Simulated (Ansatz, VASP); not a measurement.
## Two plane-wave programs on GaP

Contents of INCAR:

```
PREC = Accurate
ENCUT = 500
EDIFF = 1E-6
ISMEAR = -1
SIGMA = 0.1
LREAL = F
LASPH = T
NELM = 120
ALGO = Normal
ISIF = 2
LWAVE = F
LCHARG = T
LELF = T
LVHAR = T
NBANDS = 16
GGA_COMPAT = F
```

File KPOINTS:

```
regular mesh
0
Gamma
  14 14 14
```

Contents of POSCAR:

```
GaP
1.0
    0.0000000000      2.4200260118      2.4200260118
    2.4200260118      0.0000000000      2.4200260118
    2.4200260118      2.4200260118      0.0000000000
Ga P
1 1
Direct
    0.0000000000      0.0000000000      0.0000000000
    0.5000000000      0.5000000000      0.5000000000
```

Input for Ansatz:

```yaml
crystal:
  lattice:
    - [0.0, 2.4200260118, 2.4200260118]
    - [2.4200260118, 0.0, 2.4200260118]
    - [2.4200260118, 2.4200260118, 0.0]
  atoms:
    - { symbol: Ga, position: [0.0, 0.0, 0.0] }
    - { symbol: P, position: [0.5, 0.5, 0.5] }
kpoints:
  mp_grid: { grid: [14, 14, 14] }
  band_path:
    path:
      - [0.0, 0.0, 0.0]
      - [0.5, 0.0, 0.5]
      - [0.625, 0.25, 0.625]
      - [0.375, 0.375, 0.75]
      - [0.0, 0.0, 0.0]
      - [0.5, 0.5, 0.5]
      - [0.5, 0.25, 0.75]
      - [0.5, 0.0, 0.5]
    npoints: 8
scf:
  occupations: { method: fermi_dirac, width: 0.1 }
hamiltonian:
  xc: lda
  pseudopotentials: { kind: paw }
output:
  forces: true
  stress: true
  eigenvalues: true
  populations: true
  dos: { projected: true, de: 0.2, e_range: [-14, 8] }
```

Change from the starting cell: volume scaled by 0.88, PAW files.

Alike in both runs: task single point; functional LDA; k mesh 14 × 14 × 14; occupations fermi-dirac, width 0.1 eV; no spin polarisation.

|  | VASP | Ansatz |
| --- | --- | --- |
| version | VASP 6.6.1 | Ansatz 0.2.0 |
| potentials or method | VASP PAW LDA potentials, release 64 (Ga_d, P) | PAW with Ansatz's default frozen-core files, scalar-relativistic |
| plane-wave cutoff (eV) | 500 | 420 |
| valence electrons in the cell | 18 | 18 |

VASP gave:

| Item | Value |
| --- | --- |
| pressure (GPa) | 18.0 |

Which values does Ansatz return?

Pressure (GPa): 17.8.

LDA's correlation is that of Perdew and Zunger in VASP and of Perdew and Wang (1992) in Ansatz.
